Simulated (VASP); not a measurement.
# Bi (P6_3/mmc) in VASP: electric field gradients with PBE

Aim: the electric field gradients of Bi with PBE.

All numbers are computed with VASP 6.6.1; they aren't measurements. Logs are shortened: lines on timing, memory, paths and dates and some standing lists are left out, and cuts for length are marked.

## Step 1: The cell of the first run

It takes space group P6_3/mmc (No. 194, hexagonal). The conventional cell has a = 4.403 Å, b = 4.403 Å, c = 11.829 Å, α = 90.00°, β = 90.00°, γ = 120.00°. Within 5.8 Å of Bi (site symmetry -6m2) lie 6 Bi at 4.40 Å.

This isn't the form of Bi at room conditions, which is rhombohedral.

## Step 2: Electric field gradients, PBE (equal xx and yy strain of -3 %)

File INCAR:

```
PREC = Accurate
ENCUT = 520
EDIFF = 1E-8
ISMEAR = -1
SIGMA = 0.03
LREAL = F
LASPH = T
NELM = 60
ALGO = Normal
ISIF = 2
LWAVE = F
LCHARG = F
GGA = PE
LEFG = T
NBANDS = 22
```

File KPOINTS:

```
regular mesh
0
Gamma
  9 9 3
```

File POSCAR:

```
Bi
1.0
    4.4028302907      0.0000000000      0.0000000000
   -2.2014151454      3.8129628804      0.0000000000
    0.0000000000      0.0000000000     11.8290000000
Bi
2
Direct
    0.3333333333      0.6666666667      0.2500000000
    0.6666666667      0.3333333333      0.7500000000
```

Potentials or basis: VASP PAW PBE potentials, release 64 (Bi_d).

The run is started by

```
> cat potpaw_PBE.64/Bi_d/POTCAR > POTCAR
> mpirun -np 1 vasp_std > vasp.out
```

OUTCAR:

```text
PREC = Accurate
   ENCUT = 520
   EDIFF = 1E-8
   ISMEAR = -1
   LREAL = F
   LASPH = T
   NELM = 60
   ISIF = 2
   GGA = PE

 ion  position               nearest neighbor table
   1  0.333  0.667  0.250-
   2  0.667  0.333  0.750-

  LATTYP: Found a hexagonal cell.
 ALAT       =     4.4028302907
 C/A-ratio  =     2.6866808891

  Lattice vectors:

 A1 = (   4.4028302907,   0.0000000000,   0.0000000000)
 A2 = (  -2.2014151454,   3.8129628804,   0.0000000000)
 A3 = (   0.0000000000,   0.0000000000,  11.8290000000)

Analysis of symmetry for initial positions (statically):
=====================================================================
 Subroutine PRICEL returns:
 Original cell was already a primitive cell.

 Routine SETGRP: Setting up the symmetry group for a
 hexagonal supercell.

 Subroutine GETGRP returns: Found 24 space group operations
 (whereof 12 operations were pure point group operations)
 out of a pool of 24 trial point group operations.

The static configuration has the point symmetry D_3d.
 The point group associated with its full space group is D_6h.

Analysis of symmetry for dynamics (positions and initial velocities):
=====================================================================
 Subroutine PRICEL returns:
 Original cell was already a primitive cell.

 Routine SETGRP: Setting up the symmetry group for a
 hexagonal supercell.

 Subroutine GETGRP returns: Found 24 space group operations
 (whereof 12 operations were pure point group operations)
 out of a pool of 24 trial point group operations.

The dynamic configuration has the point symmetry D_3d.
 The point group associated with its full space group is D_6h.

 Subroutine INISYM returns: Found 24 space group operations
 (whereof 12 operations are pure point group operations),
 and found     1 'primitive' translations

----------------------------------------------------------------------------------------

                                     Primitive cell

  volume of cell :     198.5832

  direct lattice vectors                    reciprocal lattice vectors
     4.402830291  0.000000000  0.000000000     0.227126629  0.131131620  0.000000000
    -2.201415145  3.812962880  0.000000000     0.000000000  0.262263240  0.000000000
     0.000000000  0.000000000 11.829000000     0.000000000  0.000000000  0.084538000

  length of vectors
     4.402830291  4.402830291 11.829000000     0.262263240  0.262263240  0.084538000

  position of ions in fractional coordinates (direct lattice)
     0.333333333  0.666666667  0.250000000
     0.666666667  0.333333333  0.750000000

  ion indices of the primitive-cell ions
   primitive index   ion index
                 1           1
                 2           2

----------------------------------------------------------------------------------------

 KPOINTS: regular mesh

Automatic generation of k-mesh.
 Grid dimensions read from file:
 generate k-points for:    9    9    3

 Generating k-lattice:

  Cartesian coordinates                     Fractional coordinates (reciprocal lattice)
     0.025236292  0.014570180  0.000000000     0.111111111  0.000000000  0.000000000
     0.000000000  0.029140360  0.000000000     0.000000000  0.111111111  0.000000000
     0.000000000  0.000000000  0.028179333     0.000000000  0.000000000  0.333333333

  Length of vectors
     0.029140360  0.029140360  0.028179333

  Shift w.r.t. Gamma in fractional coordinates (k-lattice)
     0.000000000  0.000000000  0.000000000

 Subroutine IBZKPT returns following result:
 ===========================================

 Found     24 irreducible k-points:

 Following reciprocal coordinates:
            Coordinates               Weight
  0.000000  0.000000  0.000000      1.000000
  0.111111  0.000000  0.000000      6.000000
  0.222222  0.000000  0.000000      6.000000
  0.333333  0.000000  0.000000      6.000000
  0.444444  0.000000  0.000000      6.000000
  0.111111  0.111111  0.000000      6.000000
[... 16 lines left out ...]
  0.333333  0.222222  0.333333     24.000000
  0.333333  0.333333  0.333333      4.000000
   k-points           NKPTS =     24   k-points in BZ     NKDIM =     24   number of bands    NBANDS=     22
   number of dos      NEDOS =    301   number of ions     NIONS =      2
   total plane-waves  NPLWV = 116640
   dimension x,y,z NGX =    36 NGY =   36 NGZ =   90
   dimension x,y,z NGXF=    72 NGYF=   72 NGZF=  180
   ions per type =               2
   NGX,Y,Z   is equivalent  to a cutoff of  13.59, 13.59, 12.65 a.u.
   NGXF,Y,Z  is equivalent  to a cutoff of  27.19, 27.19, 25.30 a.u.
 SYSTEM =  unknown system
   PREC   = accura    normal or accurate (medium, high low for compatibility)
   ISTART =      0    job   : 0-new  1-cont  2-samecut
   ICHARG =      2    charge: 1-file 2-atom 10-const
   ISPIN  =      1    spin polarized calculation?
   LNONCOLLINEAR =      F non collinear calculations
   LSORBIT =      F    spin-orbit coupling
   LASPH  =      T    aspherical Exc in radial PAW
   ENCUT  =  520.0 eV  38.22 Ry    6.18 a.u.   8.19  8.19 21.99*2*pi/ulx,y,z
   NELM   =     60;   NELMIN=  2; NELMDL= -5     # of ELM steps
   EDIFF  = 0.1E-07   stopping-criterion for ELM
   LREAL  =      F    real-space projection
   EDIFFG = 0.1E-06   stopping-criterion for IOM
   NSW    =      0    number of steps for IOM
   IBRION =     -1    ionic relax: 0-MD 1-quasi-New 2-CG
   NFREE  =      0    steps in history (QN), initial steepest desc. (CG)
   ISIF   =      2    stress and relaxation
   ISYM   =      2    0-nonsym 1-usesym 2-fastsym
   POTIM  = 0.5000    time-step for ionic-motion
   TEBEG  =    0.0;   TEEND  =   0.0 temperature during run
   PSTRESS=    0.0 pullay stress
   NELECT =      30.0000    total number of electrons
   NUPDOWN=      -1.0000    fix difference up-down
   EMIN   =  10.00;   EMAX   =-10.00  energy-range for DOS
   EFERMI =   0.00;   METHOD = LEGACY
   ISMEAR =    -1;   SIGMA  =   0.03  broadening in eV -4-tet -1-fermi 0-gaus
   EFERMI_NEDOS =   21; number of points for ismear=-14 and -15
   IALGO  =     38    algorithm
   IMIX   =      4    mixing-type and parameters
     AMIX     =   0.40;   BMIX     =  1.00
     AMIX_MAG =   1.60;   BMIX_MAG =  1.00
  volume/ion in A,a.u.               =      99.29       670.05
  Fermi-wavevector in a.u.,A,eV,Ry     =   0.871902  1.647656 10.343330  0.760213
  Thomas-Fermi vector in A             =   1.991076
   LORBIT       =      0    0 simple, 1 ext, 2 COOP (PROOUT), +10 PAW based schemes
   GGA     = PE    functional components
   LHFCALC =     F    Hartree Fock is set to
   AEXX    =    0.0000 exact exchange contribution
   IVDW    =     0    specifies the selected vdW correction
   LEPSILON=     F    determine dielectric tensor
   LRPA    =     F    only Hartree local field effects (RPA)
 non-spin polarized calculation
  energy-cutoff  :      520.00
  volume of cell :      198.58
 maximum number of plane-waves:      5365
 NGX is ok and might be reduce to    36
   NGX = 17   NGY = 17   NGZ = 43

 number of electron      30.0000004 magnetization

 Free energy of the ion-electron system (eV)
  ---------------------------------------------------
  ext. energy  EPLUGINS =         0.00000000
  ---------------------------------------------------
  free energy    TOTEN  =        -3.61170359 eV

  energy without entropy =       -3.59206401  energy(sigma->0) =       -3.60188380

 E-fermi :  -0.8134     XC(G=0):  -5.4784

 val. band max:       -0.8196353019   @ k =   0.2222   0.1111   0.0000
 cond. band min:      -0.8046722777   @ k =   0.3333   0.1111   0.3333
 fundamental gap:      0.0149630242
 Fermi energy:        -0.8134375012

 k-point     1 :       0.0000    0.0000    0.0000
  band No.  band energies     occupation
      1     -23.6361      2.00000
      2     -23.6360      2.00000
      3     -23.6278      2.00000
      4     -23.6278      2.00000
      5     -23.6278      2.00000
      6     -23.6278      2.00000
[... 14 lines left out ...]
     21       5.0120      0.00000
     22       5.1538      0.00000

 k-point     2 :       0.1111    0.0000    0.0000
  band No.  band energies     occupation
      1     -23.6354      2.00000
      2     -23.6354      2.00000
      3     -23.6282      2.00000
      4     -23.6282      2.00000
      5     -23.6279      2.00000
      6     -23.6279      2.00000
[... 542 lines left out ...]
 k-point    24 :       0.3333    0.3333    0.3333
  band No.  band energies     occupation
      1     -23.6304      2.00000
      2     -23.6304      2.00000
      3     -23.6304      2.00000
      4     -23.6304      2.00000
      5     -23.6299      2.00000
      6     -23.6299      2.00000
[... 14 lines left out ...]
     21       4.8180      0.00000
     22       5.3188      0.00000

------------------------ aborting loop because EDIFF is reached ----------------------------------------

  FORCE on cell =-STRESS in cart. coord.  units (eV):
  Direction    XX          YY          ZZ          XY          YZ          ZX
  --------------------------------------------------------------------------------------
  -------------------------------------------------------------------------------------
  Total       -6.5845851     -6.5845851     -0.3935596      0.0000000      0.0000000      0.0000000
  in kB      -53.1246944    -53.1246944     -3.1752546      0.0000000      0.0000000      0.0000000
  external PRESSURE =     -36.4748811 kB  Pullay stress =       0.0000000 kB

 VOLUME and BASIS-vectors are now :
 -----------------------------------------------------------------------------
  energy-cutoff  :      520.00
  volume of cell :      198.58
      direct lattice vectors                 reciprocal lattice vectors
     4.402830291  0.000000000  0.000000000     0.227126629  0.131131620  0.000000000
    -2.201415145  3.812962880  0.000000000     0.000000000  0.262263240  0.000000000
     0.000000000  0.000000000 11.829000000     0.000000000  0.000000000  0.084538000

 POSITION                                       TOTAL-FORCE (eV/Angst)
 -----------------------------------------------------------------------------------
     -0.00000      2.54198      2.95725        -0.000000     -0.000000      0.000000
      2.20142      1.27099      8.87175         0.000000      0.000000      0.000000
 -----------------------------------------------------------------------------------
    total drift:                               -0.000000      0.000000      0.000000

  FREE ENERGIE OF THE ION-ELECTRON SYSTEM (eV)
  ---------------------------------------------------
  free  energy   TOTEN  =        -3.6117035884 eV

  energy  without entropy=       -3.5920640095  energy(sigma->0) =       -3.60188380

 Electric field gradients (V/A^2)
---------------------------------------------------------------------
 ion       V_xx      V_yy      V_zz      V_xy      V_xz      V_yz
---------------------------------------------------------------------
   1      62.201    62.203  -124.404     0.001     0.000    -0.000
   2      62.201    62.203  -124.404     0.001    -0.000     0.000
---------------------------------------------------------------------

 Electric field gradients after diagonalization (V/A^2)
 (convention: |V_zz| > |V_xx| > |V_yy|)
----------------------------------------------------------------------
 ion       V_xx      V_yy      V_zz     asymmetry (V_yy - V_xx)/ V_zz
----------------------------------------------------------------------
   1      62.203    62.201  -124.404       0.000
   2      62.203    62.201  -124.404       0.000
----------------------------------------------------------------------

           NMR quadrupolar parameters

 Cq : quadrupolar parameter    Cq=e*Q*V_zz/h
 eta: asymmetry parameters     (V_yy - V_xx)/ V_zz
 Q  : nuclear electric quadrupole moment in mb (millibarn)
----------------------------------------------------------------------
 ion       Cq(MHz)       eta       Q (mb)
----------------------------------------------------------------------
   1      -0.301       0.000       1.000
   2      -0.301       0.000       1.000
----------------------------------------------------------------------
```

Run time: 89 s. Hardware: 1 thread of Intel Xeon Platinum 8488C (Sapphire Rapids), shared host; peak memory 0.34 GiB.

What came out:

* Free energy: -3.6117 eV
* Pressure: -3.6 GPa
* Band gap on the k mesh: zero (bands 15 and 16 overlap by 2.49 eV)
* Largest electric field gradient by atom: Bi -124.4 V/Å²

Levels at points of the mesh, in eV from the Fermi level:
```tsv
k point	band 12	band 13	band 14	band 15	band 16	band 17	band 18	band 19
(0.00, 0.00, 0.00)	-10.37	-0.95	-0.44	1.69	1.69	1.70	1.70	3.07
```

Electric field gradients, principal values (V/Å²):
```csv
atom,least,middle,greatest (by size)
1 Bi,62.201,62.203,-124.404
2 Bi,62.201,62.203,-124.404
```

Caveat: the cell differs from its parent crystal (equal xx and yy strain of -3 %); the cell stands under tension; without QUAD_EFG the Cq values of the log hold for a quadrupole moment of 1 mb, not for the nuclei; spin-orbit coupling is left out, which moves the levels of the heavy elements.
